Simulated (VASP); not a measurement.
Sb:

```
Sb
1.0
     3.08488    0.00000    0.00000
     0.00000    3.08488    0.00000
     0.00000    0.00000    3.08488
Sb
1
Direct
  0.00000 0.00000 0.00000
```

* Program: VASP 6.6.1
* Task: relaxation of cell and atoms
* Functional: LDA
* Potentials or basis: VASP PAW LDA potentials, release 64 (Sb)
* Cutoff: 600 eV
* k mesh: 10 × 10 × 10
* Occupations: fermi-dirac, width 0.1 eV
* Spin: no spin polarisation

At the start: pressure -2.6 GPa; volume 29.36 Å³/atom.

Question: How do energy, volume and symmetry change on relaxing?

Answer: Over 3 steps the energy falls by 10.0 meV/atom and the volume is 28.16 Å³/atom (-4.1 %); space group Pm-3m (No. 221, to 0.05 Å).

The path:
| step | energy change (eV) | largest force (eV/Å) | pressure (GPa) | volume (Å³) |
| --- | --- | --- | --- | --- |
| 1 | 0.0000 | 0.0000 | -2.58 | 29.36 |
| 2 | -0.0054 | 0.0000 | 2.01 | 27.39 |
| 3 | -0.0100 | 0.0000 | -0.01 | 28.16 |

Final structure:
```cif
data_structure
_symmetry_space_group_name_H-M 'P 1'
_symmetry_Int_Tables_number 1
_cell_length_a 3.0424
_cell_length_b 3.0424
_cell_length_c 3.0424
_cell_angle_alpha 90.000
_cell_angle_beta 90.000
_cell_angle_gamma 90.000
_cell_volume 28.16
loop_
_atom_site_label
_atom_site_type_symbol
_atom_site_fract_x
_atom_site_fract_y
_atom_site_fract_z
_atom_site_occupancy
Sb1 Sb 0.00000 0.00000 0.00000 1
```
